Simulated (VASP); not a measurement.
## Cu2W: relaxation of cell and atoms with PBE

The system is Cu2W.

```
Cu W
1.0
     2.69096    0.00000    0.00000
     0.00000    2.69096    0.00000
     0.00000    0.00000    5.55213
Cu W
2 1
Direct
  0.50000 0.50000 0.29500
  0.50000 0.50000 0.70500
  0.00000 0.00000 0.00000
```

```
Program                : VASP 6.6.1
Task                   : relaxation of cell and atoms
Functional             : PBE
Potentials or basis    : VASP PAW PBE potentials, release 64 (Cu, W_sv)
Cutoff                 : 600 eV
k mesh                 : 6 × 6 × 4
Occupations            : gaussian, width 0.1 eV
Spin                   : no spin polarisation
Dipole correction      : no
Further INCAR settings : ALGO = Normal; EDIFF = 1e-06; IBRION = 2; EDIFFG = -0.04; NSW = 90; ISIF = 3
```

The relaxed volume is 14.49 Å³/atom. The relaxed cell is a = 2.581 Å, b = 2.581 Å, c = 6.525 Å, α = 90.00°, β = 90.00°, γ = 90.00°, the space group after relaxing (to 0.05 Å) is P4/mmm (No. 123) and the energy gained by relaxing is 286.2 meV/atom. The ionic steps are 13. The pressure after relaxing is -0.1 GPa, the largest force after relaxing is 0.007 eV/Å and the band gap on the k mesh is zero (band 18 reaches 9.89 eV, above the bottom of band 19 at 6.92 eV).

Forces in eV/Å, atoms in the order of the input:
```
Cu   0.000  0.000 -0.007
Cu   0.000  0.000  0.007
W    0.000  0.000  0.000
```

Stress tensor (GPa, compression positive):
```
-0.33  0.00  0.00
 0.00 -0.33  0.00
 0.00  0.00  0.36
```

Step by step:
```csv
step,energy change (eV),largest force (eV/Å),pressure (GPa),volume (Å³)
1,0.0000,1.7105,26.44,40.20
2,0.1651,0.9049,-22.41,54.34
3,-0.5496,0.0233,-4.35,46.00
4,-0.7537,0.3105,-3.34,45.22
5,-0.8232,0.5080,-0.45,44.33
6,-0.8234,0.4948,-0.71,44.39
7,-0.8456,0.3323,-0.33,43.89
8,-0.8545,0.1140,1.68,42.93
9,-0.8575,0.0744,1.05,43.27
10,-0.8575,0.0576,1.02,43.24
11,-0.8560,0.1098,-1.81,43.88
12,-0.8587,0.0109,-0.22,43.49
13,-0.8587,0.0071,-0.10,43.47
```

Final structure:
```
Cu W
1.0
     2.58124    0.00000    0.00000
     0.00000    2.58124    0.00000
     0.00000    0.00000    6.52489
Cu W
2 1
Direct
  0.50000 0.50000 0.31578
  0.50000 0.50000 0.68422
  0.00000 0.00000 0.00000
```

Levels at points of the mesh, in eV from the Fermi level:
```tsv
k point	band 15	band 16	band 17	band 18	band 19	band 20	band 21	band 22
(0.00, 0.00, 0.00)	-2.41	-2.41	-2.11	-2.07	-0.95	3.00	3.00	5.45
(0.50, 0.00, 0.00)	-2.25	-2.22	-1.39	0.02	1.36	1.50	1.83	3.73
(0.50, 0.50, 0.00)	-1.67	-0.67	-0.67	2.02	2.96	2.96	6.59	6.93
(0.00, 0.00, 0.50)	-2.29	-2.11	-2.07	-1.74	0.03	2.95	2.95	5.45
(0.50, 0.00, 0.50)	-2.32	-2.12	-1.05	-0.78	0.08	1.32	1.53	3.73
(0.50, 0.50, 0.50)	-1.52	-1.45	-1.45	2.03	4.75	4.75	5.87	5.87
```

Run time: 2.8 min on 1 thread of Intel(R) Xeon(R) Platinum 8488C (Sapphire Rapids), on a shared host, peak memory 0.19 GiB.

Caveat: the k points lie up to 0.41 Å⁻¹ apart in the final cell; spin-orbit coupling is left out, which moves the levels of the heavy elements.
